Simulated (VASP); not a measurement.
# Ca2Al2O (P4/mmm) in VASP: notebook

Runs on Ca2Al2O. Level: PBE. Tasks: single point.

Program: VASP 6.6.1. These are calculated values, not measurements. Logs are shortened: lines on timing, memory, paths and dates and some standing lists are left out, and cuts for length are marked.

### Step 1. The cell of the first run

It takes space group P4/mmm (No. 123, tetragonal). The conventional cell has a = 4.699 Å, b = 4.699 Å, c = 4.214 Å, α = 90.00°, β = 90.00°, γ = 90.00°. Within 3.1 Å of Ca (site symmetry 4/mmm) lie 4 Al at 2.35 Å. Ca (site symmetry 4/mmm) has 2 O at 2.11 Å and 4 Al at 2.35 Å within 2.8 Å. Within 3.4 Å of Al (site symmetry mmm) lie 4 Ca at 2.35 Å and 4 O at 3.16 Å and 4 Al at 3.32 Å. Within 2.8 Å of O (site symmetry 4/mmm) lie 2 Ca at 2.11 Å.

The cell was generated, and may not be a known phase.

### Step 2. Single point, PBE, collinear spin, ferromagnetic start

Input file INCAR:

```
SYSTEM = Ca2Al2O
PREC     = Accurate       ! precision mode
ENCUT    = 520            ! plane-wave cutoff, eV
EDIFF    = 1E-7           ! SCF threshold, eV
ISMEAR   = 0              ! smearing method
SIGMA    = 0.1            ! smearing width, eV
LREAL    = .False.        ! projectors in reciprocal space
LASPH    = .True.         ! aspherical terms in the spheres
NELM     = 150            ! most SCF steps
ALGO     = Normal         ! electronic algorithm
ISIF     = 2              ! what is computed and relaxed
LWAVE    = .False.        ! write WAVECAR
LCHARG   = .False.        ! write CHGCAR
ISPIN    = 2              ! spin polarisation
MAGMOM   = 0 0 0 0 1      ! initial moments
LORBIT   = 11             ! projections on sites
GGA      = PE             ! functional
NBANDS   = 28             ! bands
```

Input file KPOINTS:

```
Automatic mesh
0
Gamma
  4 4 4
  0 0 0
```

Input file POSCAR:

```
Ca2Al2O
1.0
    4.6992575400      0.0000000000      0.0000000000
    0.0000000000      4.6992575400      0.0000000000
    0.0000000000      0.0000000000      4.2142155000
Ca Al O
2 2 1
Direct
    0.5000000000      0.5000000000      0.5000000000
    0.0000000000      0.0000000000      0.5000000000
    0.5000000000      0.0000000000      0.5000000000
    0.0000000000      0.5000000000      0.5000000000
    0.0000000000      0.0000000000      0.0000000000
```

Potentials or basis: VASP PAW PBE potentials, release 64 (Ca_sv, Al, O).

Started as:

```sh
$ cat potpaw_PBE.64/Ca_sv/POTCAR potpaw_PBE.64/Al/POTCAR potpaw_PBE.64/O/POTCAR > POTCAR
$ mpirun -np 1 vasp_std > vasp.out
```

OUTCAR:

```text
SYSTEM = Ca2Al2O
   PREC = Accurate
   ENCUT = 520
   EDIFF = 1E-7
   ISMEAR = 0
   LREAL = .False.
   LASPH = .True.
   NELM = 150
   ISIF = 2
   ISPIN = 2
   LORBIT = 11
   GGA = PE

 ion  position               nearest neighbor table
   1  0.500  0.500  0.500-   3 2.35   4 2.35   3 2.35   4 2.35
   2  0.000  0.000  0.500-   5 2.11   5 2.11   3 2.35   4 2.35   4 2.35   3 2.35
   3  0.500  0.000  0.500-   1 2.35   2 2.35   1 2.35   2 2.35   4 3.32   4 3.32   4 3.32   4 3.32

   4  0.000  0.500  0.500-   1 2.35   2 2.35   2 2.35   1 2.35   3 3.32   3 3.32   3 3.32   3 3.32

   5  0.000  0.000  0.000-   2 2.11   2 2.11

  LATTYP: Found a simple tetragonal cell.
 ALAT       =     4.6992575400
 C/A-ratio  =     0.8967832608

  Lattice vectors:

 A1 = (   4.6992575400,   0.0000000000,   0.0000000000)
 A2 = (   0.0000000000,   4.6992575400,   0.0000000000)
 A3 = (   0.0000000000,   0.0000000000,   4.2142155000)

Analysis of symmetry for initial positions (statically):
=====================================================================
 Subroutine PRICEL returns:
 Original cell was already a primitive cell.

 Routine SETGRP: Setting up the symmetry group for a
 simple tetragonal supercell.

 Subroutine GETGRP returns: Found 16 space group operations
 (whereof 16 operations were pure point group operations)
 out of a pool of 16 trial point group operations.

The static configuration has the point symmetry D_4h.

Analysis of symmetry for dynamics (positions and initial velocities):
=====================================================================
 Subroutine PRICEL returns:
 Original cell was already a primitive cell.

 Routine SETGRP: Setting up the symmetry group for a
 simple tetragonal supercell.

 Subroutine GETGRP returns: Found 16 space group operations
 (whereof 16 operations were pure point group operations)
 out of a pool of 16 trial point group operations.

The dynamic configuration has the point symmetry D_4h.

Analysis of structural, dynamic, and magnetic symmetry:
=====================================================================
 Subroutine PRICEL returns:
 Original cell was already a primitive cell.

 Routine SETGRP: Setting up the symmetry group for a
 simple tetragonal supercell.

 Subroutine GETGRP returns: Found 16 space group operations
 (whereof 16 operations were pure point group operations)
 out of a pool of 16 trial point group operations.

The overall configuration has the point symmetry D_4h.

 Subroutine INISYM returns: Found 16 space group operations
[... 128 lines left out ...]
 Gauss-broadening in eV      SIGMA  =   0.10
  energy-cutoff  :      520.00
  volume of cell :       93.06
 maximum number of plane-waves:      2520
 NGX is ok and might be reduce to    36
   NGX = 17   NGY = 17   NGZ = 15

 number of electron      32.0000002 magnetization       0.0000336

 number of electron      32.0000002 magnetization      -0.0000009

 Free energy of the ion-electron system (eV)
  ---------------------------------------------------
  ext. energy  EPLUGINS =         0.00000000
  ---------------------------------------------------
  free energy    TOTEN  =        -6.57429393 eV

  energy without entropy =       -6.56766946  energy(sigma->0) =       -6.57098169

 E-fermi :   4.5593     XC(G=0):  -9.4567

 val. band max:        4.5059591019   @ k =   0.5000   0.0000   0.2500
 cond. band min:       4.6473485591   @ k =   0.5000   0.0000   0.0000
 fundamental gap:      0.1413894573
 Fermi energy:         4.5592931783

 spin component 1

 k-point     1 :       0.0000    0.0000    0.0000
  band No.  band energies     occupation
      1     -35.7020      1.00000
      2     -34.4087      1.00000
      3     -17.1715      1.00000
      4     -17.1715      1.00000
      5     -16.8478      1.00000
      6     -16.0280      1.00000
[... 547 lines left out ...]
     27      11.7046      0.00000
     28      12.2487      0.00000
 Fermi energy:         4.5592931783

 spin component 2

 k-point     1 :       0.0000    0.0000    0.0000
  band No.  band energies     occupation
      1     -35.7020      1.00000
      2     -34.4088      1.00000
      3     -17.1715      1.00000
      4     -17.1715      1.00000
      5     -16.8478      1.00000
      6     -16.0280      1.00000
[... 547 lines left out ...]
     27      11.7046      0.00000
     28      12.2487      0.00000

------------------------ aborting loop because EDIFF is reached ----------------------------------------

  FORCE on cell =-STRESS in cart. coord.  units (eV):
  Direction    XX          YY          ZZ          XY          YZ          ZX
  --------------------------------------------------------------------------------------
  -------------------------------------------------------------------------------------
  Total       34.8895813     34.8895813      0.1700163      0.0000000     -0.0000000      0.0000000
  in kB      600.6633117    600.6633117      2.9270209      0.0000000     -0.0000000      0.0000000
  external PRESSURE =     401.4178814 kB  Pullay stress =       0.0000000 kB

 VOLUME and BASIS-vectors are now :
 -----------------------------------------------------------------------------
  energy-cutoff  :      520.00
  volume of cell :       93.06
      direct lattice vectors                 reciprocal lattice vectors
     4.699257540  0.000000000  0.000000000     0.212799573  0.000000000  0.000000000
     0.000000000  4.699257540  0.000000000     0.000000000  0.212799573  0.000000000
     0.000000000  0.000000000  4.214215500     0.000000000  0.000000000  0.237292089

 POSITION                                       TOTAL-FORCE (eV/Angst)
 -----------------------------------------------------------------------------------
      2.34963      2.34963      2.10711         0.000000      0.000000      0.000000
      0.00000      0.00000      2.10711         0.000000      0.000000      0.000000
      2.34963      0.00000      2.10711         0.000000      0.000000      0.000000
      0.00000      2.34963      2.10711         0.000000      0.000000      0.000000
      0.00000      0.00000      0.00000         0.000000      0.000000      0.000000
 -----------------------------------------------------------------------------------
    total drift:                                0.000000      0.000000      0.000000

  FREE ENERGIE OF THE ION-ELECTRON SYSTEM (eV)
  ---------------------------------------------------
  free  energy   TOTEN  =        -6.5742939295 eV

  energy  without entropy=       -6.5676694576  energy(sigma->0) =       -6.57098169

 total charge

# of ion       s       p       d       tot
------------------------------------------
    1        2.136   5.845   0.748   8.729
    2        2.121   5.903   0.768   8.791
    3        0.656   0.299   0.000   0.956
    4        0.656   0.299   0.000   0.956
    5        1.597   3.279   0.000   4.875
--------------------------------------------------
tot          7.166  15.625   1.517  24.308

 magnetization (x)

# of ion       s       p       d       tot
------------------------------------------
    1       -0.000  -0.000  -0.000  -0.000
    2        0.000  -0.000   0.000   0.000
    3       -0.000  -0.000   0.000  -0.000
    4       -0.000  -0.000   0.000  -0.000
    5       -0.000  -0.000   0.000  -0.000
--------------------------------------------------
tot         -0.000  -0.000   0.000  -0.000
```

stdout:

```text
POSCAR found type information on POSCAR CaAlO
 POSCAR found :  3 types and       5 ions
 scaLAPACK will be used
 LDA part: xc-table for (Slater+PW92), standard interpolation
 POSCAR, INCAR and KPOINTS ok, starting setup
 FFT: planning ... GRIDC
 FFT: planning ... GRID_SOFT
 FFT: planning ... GRID
 WAVECAR not read
 entering main loop
```

It took 2.1 min on 1 thread of Oxide Virtual Turin-like, shared host; peak memory 0.23 GiB.

Results:

* Free energy: -6.5743 eV
* Pressure: 40.1 GPa
* Band gap on the k mesh: zero (filled and empty bands overlap)
* Net moment: 0.00 μB per cell
* Valence electrons inside the program's atomic spheres: Ca 8.73, 8.79; Al 0.96; O 4.88

Levels at points of the mesh, in eV from the Fermi level:
Spin up:
```csv
k point,band 12,band 13,band 14,band 15,band 16,band 17,band 18,band 19,band 20,band 21
"(0.00, 0.00, 0.00)",-2.51,-2.51,-1.62,-0.44,1.06,1.51,1.51,1.99,2.19,2.19
"(0.50, 0.00, 0.00)",-2.51,-1.71,-1.57,-0.35,0.09,0.24,0.67,1.08,1.20,1.80
"(0.50, 0.50, 0.00)",-2.94,-2.38,-1.44,-1.14,-1.14,0.22,0.22,0.57,1.13,1.77
"(0.00, 0.00, 0.50)",-3.25,-2.94,-2.94,-1.55,-0.31,1.44,1.44,1.64,2.02,2.02
"(0.50, 0.00, 0.50)",-3.74,-3.09,-2.82,-1.06,-0.09,0.33,0.43,0.47,0.95,1.87
"(0.50, 0.50, 0.50)",-3.61,-2.69,-2.69,-2.43,-1.97,0.55,0.55,0.67,1.24,1.86
```
Spin down:
```tsv
k point	band 12	band 13	band 14	band 15	band 16	band 17	band 18	band 19	band 20	band 21
(0.00, 0.00, 0.00)	-2.51	-2.51	-1.62	-0.44	1.06	1.51	1.51	1.99	2.19	2.19
(0.50, 0.00, 0.00)	-2.51	-1.71	-1.57	-0.35	0.09	0.24	0.67	1.08	1.20	1.80
(0.50, 0.50, 0.00)	-2.94	-2.38	-1.44	-1.14	-1.14	0.22	0.22	0.57	1.13	1.77
(0.00, 0.00, 0.50)	-3.25	-2.94	-2.94	-1.55	-0.31	1.44	1.44	1.64	2.02	2.02
(0.50, 0.00, 0.50)	-3.74	-3.09	-2.82	-1.06	-0.09	0.33	0.43	0.47	0.95	1.87
(0.50, 0.50, 0.50)	-3.61	-2.69	-2.69	-2.43	-1.97	0.55	0.55	0.67	1.24	1.86
```

Caveat: the k points lie up to 0.37 Å⁻¹ apart, too coarse for converged energies and pressures of a metal.

### Step 3. Single point, PBE

This run uses another cell than the first one, of 34.18 Å³/atom.

Input file INCAR:

```
ALGO = Fast ; EDIFF = 1E-6
ENCUT = 520 ; GGA = PE
ISIF = 2 ; ISMEAR = 0
LASPH = True ; LCHARG = True
LELF = True ; LREAL = False
LVHAR = True ; LWAVE = False
NBANDS = 24 ; NELM = 100
PREC = Accurate ; SIGMA = 0.1
```

Input file KPOINTS:

```
k-points
0
Gamma
  6 6 10
```

POSCAR: that of step 2 with these lines changed.

```diff
@@ -2,5 +2,5 @@
 1.0
-    4.6992575400      0.0000000000      0.0000000000
-    0.0000000000      4.6992575400      0.0000000000
-    0.0000000000      0.0000000000      4.2142155000
+    6.3857725372      0.0000000000      0.0000000000
+    0.0000000000      6.3857725372      0.0000000000
+    0.0000000000      0.0000000000      4.1905976821
 Ca Al O
```

Potentials or basis: VASP PAW PBE potentials, release 64 (Ca_sv, Al, O).

Started as:

```sh
$ cat potpaw_PBE.64/Ca_sv/POTCAR potpaw_PBE.64/Al/POTCAR potpaw_PBE.64/O/POTCAR > POTCAR
$ mpirun -np 1 vasp_std > vasp.out
```

Wall time 12 min (1 thread of Oxide Virtual Turin-like, shared host); peak memory 0.37 GiB.

Results (log left out):

```
Free energy            : -15.7775 eV
Pressure               : 0.1 GPa
Band gap on the k mesh : zero (bands 16 and 17 overlap by 0.22 eV)
```

Stress tensor (GPa, compression positive):
```
-0.05  0.00  0.00
 0.00 -0.05  0.00
 0.00  0.00  0.30
```

Levels at points of the mesh, in eV from the Fermi level:
| k point | band 12 | band 13 | band 14 | band 15 | band 16 | band 17 | band 18 | band 19 | band 20 | band 21 |
| --- | --- | --- | --- | --- | --- | --- | --- | --- | --- | --- |
| (0.00, 0.00, 0.00) | -1.64 | -1.64 | -0.28 | -0.11 | -0.11 | 0.57 | 1.35 | 1.98 | 1.98 | 2.90 |
| (0.50, 0.00, 0.00) | -1.50 | -1.11 | -0.88 | -0.40 | -0.27 | 0.00 | 0.72 | 1.12 | 2.27 | 2.86 |
| (0.50, 0.50, 0.00) | -2.40 | -1.33 | -0.87 | -0.87 | -0.25 | 0.27 | 1.16 | 1.24 | 2.16 | 2.16 |
| (0.00, 0.00, 0.50) | -2.29 | -1.62 | -1.62 | -1.01 | 0.05 | 0.05 | 0.54 | 1.58 | 1.58 | 1.74 |
| (0.50, 0.00, 0.50) | -2.31 | -1.95 | -1.60 | -0.50 | -0.26 | 0.12 | 0.41 | 0.55 | 0.57 | 1.54 |
| (0.50, 0.50, 0.50) | -2.44 | -1.93 | -1.93 | -1.38 | -0.66 | 0.15 | 0.15 | 0.60 | 1.11 | 1.54 |

### Step 4. Single point, PBE, collinear spin, ferromagnetic start

This run uses another cell than the first one, of 34.18 Å³/atom.

Input file INCAR:

```
PREC = Accurate
ENCUT = 520
EDIFF = 1E-6
ISMEAR = 0
SIGMA = 0.1
LREAL = F
LASPH = T
NELM = 150
ALGO = Fast
ISIF = 2
LWAVE = F
LCHARG = F
ISPIN = 2
MAGMOM = 0 0 0 0 1
LORBIT = 11
GGA = PE
NBANDS = 28
```

Input file KPOINTS:

```
regular mesh
0
Gamma
  4 4 4
```

POSCAR is that of step 3.

Started as:

```sh
$ cat potpaw_PBE.64/Ca_sv/POTCAR potpaw_PBE.64/Al/POTCAR potpaw_PBE.64/O/POTCAR > POTCAR
$ mpirun -np 1 vasp_std > vasp.out
```

It took 7.5 min on 1 thread of Oxide Virtual Turin-like, shared host; peak memory 0.35 GiB.

The run converged. Its results:

| Property | Result |
| --- | --- |
| Free energy | -15.7837 eV |
| Pressure | 0.1 GPa |
| Band gap on the k mesh | zero (filled and empty bands overlap) |
| Net moment | 0.00 μB per cell |
| Valence electrons inside the program's atomic spheres | Ca 8.07, 8.28; Al 0.76; O 4.92 |

Levels at points of the mesh, in eV from the Fermi level:
Spin up:
```csv
k point,band 12,band 13,band 14,band 15,band 16,band 17,band 18,band 19,band 20,band 21
"(0.00, 0.00, 0.00)",-1.65,-1.65,-0.28,-0.12,-0.12,0.53,1.33,1.97,1.97,2.79
"(0.50, 0.00, 0.00)",-1.51,-1.13,-0.89,-0.42,-0.27,-0.01,0.71,1.09,2.24,2.83
"(0.50, 0.50, 0.00)",-2.42,-1.34,-0.87,-0.87,-0.25,0.25,1.15,1.20,2.13,2.13
"(0.00, 0.00, 0.50)",-2.29,-1.62,-1.62,-1.04,0.04,0.04,0.51,1.54,1.54,1.72
"(0.50, 0.00, 0.50)",-2.31,-1.96,-1.60,-0.54,-0.27,0.10,0.39,0.54,0.55,1.50
"(0.50, 0.50, 0.50)",-2.44,-1.94,-1.94,-1.40,-0.67,0.12,0.12,0.59,1.07,1.54
```
Spin down:
```
           k point  band 14  band 15  band 16  band 17  band 18  band 19
(0.00, 0.00, 0.00)    -0.28    -0.12    -0.12     0.53     1.33     1.97
(0.50, 0.00, 0.00)    -0.89    -0.42    -0.27    -0.01     0.71     1.09
(0.50, 0.50, 0.00)    -0.87    -0.87    -0.25     0.25     1.15     1.20
(0.00, 0.00, 0.50)    -1.62    -1.04     0.04     0.04     0.51     1.54
(0.50, 0.00, 0.50)    -1.60    -0.54    -0.27     0.10     0.39     0.54
(0.50, 0.50, 0.50)    -1.94    -1.40    -0.67     0.12     0.12     0.59
```

Caveat: the k points lie up to 0.37 Å⁻¹ apart.

### Step 5. The runs side by side

```csv
spin,cell,k mesh,gap on the mesh (eV),pressure (GPa),moment (μB)
"collinear, ferromagnetic start","a = 4.699, b = 4.699, c = 4.214 Å, 5 atoms",4 × 4 × 4,none,40.1,0.00
off,"a = 6.386, b = 6.386, c = 4.191 Å, 5 atoms",6 × 6 × 10,none,0.1,-
"collinear, ferromagnetic start","a = 6.386, b = 6.386, c = 4.191 Å, 5 atoms",4 × 4 × 4,none,0.1,0.00
```

Alike in all rows: task single point; level PBE; potentials or basis VASP PAW PBE potentials, release 64 (Ca_sv, Al, O); cutoff (eV) 520; smearing gaussian 0.1 eV.

Caveats: some runs use coarse meshes.

Total energies depend on the potentials used, so only differences within one code and one set of settings carry meaning.

The gap in the log of VASP goes by the Fermi energy; the results here count the filled bands.